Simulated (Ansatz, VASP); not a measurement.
**HfB2 in VASP and in Ansatz**

INCAR

```
SYSTEM = HfB2
ALGO = Normal ; EDIFF = 1E-6
ENCUT = 500 ; GGA = PE
GGA_COMPAT = .FALSE. ; ISIF = 2
ISMEAR = -1 ; LASPH = .TRUE.
LCHARG = .FALSE. ; LREAL = .FALSE.
LWAVE = .FALSE. ; NBANDS = 15
NELM = 120 ; PREC = Accurate
SIGMA = 0.05
```

The input KPOINTS:

```
k-points
0
G
  13 13 11
  0 0 0
```

Contents of POSCAR:

```
HfB2
1.0
    3.0772000985      0.0000000000      0.0000000000
   -1.5386000493      2.6649334578      0.0000000000
    0.0000000000      0.0000000000      3.4800000000
Hf B
1 2
Direct
    0.0000000000      0.0000000000      0.0000000000
    0.3333333333      0.6666666667      0.5000000000
    0.6666666667      0.3333333333      0.5000000000
```

Input for Ansatz:

```yaml
crystal:
  lattice:
    - [3.0772000985, 0.0, 0.0]
    - [-1.5386000493, 2.6649334578, 0.0]
    - [0.0, 0.0, 3.48]
  atoms:
    - { symbol: Hf, position: [0.0, 0.0, 0.0] }
    - { symbol: B, position: [0.3333333333, 0.6666666667, 0.5] }
    - { symbol: B, position: [0.6666666667, 0.3333333333, 0.5] }
kpoints:
  mp_grid: { grid: [13, 13, 11] }
  band_path:
    path:
      - [0.0, 0.0, 0.0]
      - [0.5, 0.0, 0.0]
      - [0.3333333333, 0.3333333333, 0.0]
      - [0.0, 0.0, 0.0]
      - [0.0, 0.0, 0.5]
      - [0.5, 0.0, 0.5]
      - [0.3333333333, 0.3333333333, 0.5]
      - [0.0, 0.0, 0.5]
      - [0.5, 0.0, 0.5]
    npoints: 5
scf:
  occupations: { method: fermi_dirac, width: 0.05 }
hamiltonian:
  xc: pbe
  pseudopotentials: { kind: all_electron, lapw: { basis_error: 0.0005 } }
output:
  forces: true
  stress: true
  eigenvalues: true
```

Change from the starting cell: equal xx and yy strain of -2 %.

Alike in both runs: task single point; functional PBE; k mesh 13 × 13 × 11; occupations fermi-dirac, width 0.05 eV; no spin polarisation.

|  | VASP | Ansatz |
| --- | --- | --- |
| version | VASP 6.6.1 | Ansatz 0.2.0 |
| potentials or method | VASP PAW PBE potentials, release 64 (Hf_pv, B), cutoff 500 eV | all-electron LAPW, scalar-relativistic |

Ansatz gave:

| Quantity | Value |
| --- | --- |
| pressure (GPa) | 13.0 |
| traceless stress, the component that is largest in VASP (GPa) | -6.03 |

Question: Estimate VASP's values.

Answer: Pressure (GPa): 12.7; traceless stress, the component that is largest in VASP (GPa): -5.81.

Ansatz ran all-electron here, and VASP with PAW potentials.

Neither program's run includes spin-orbit coupling.
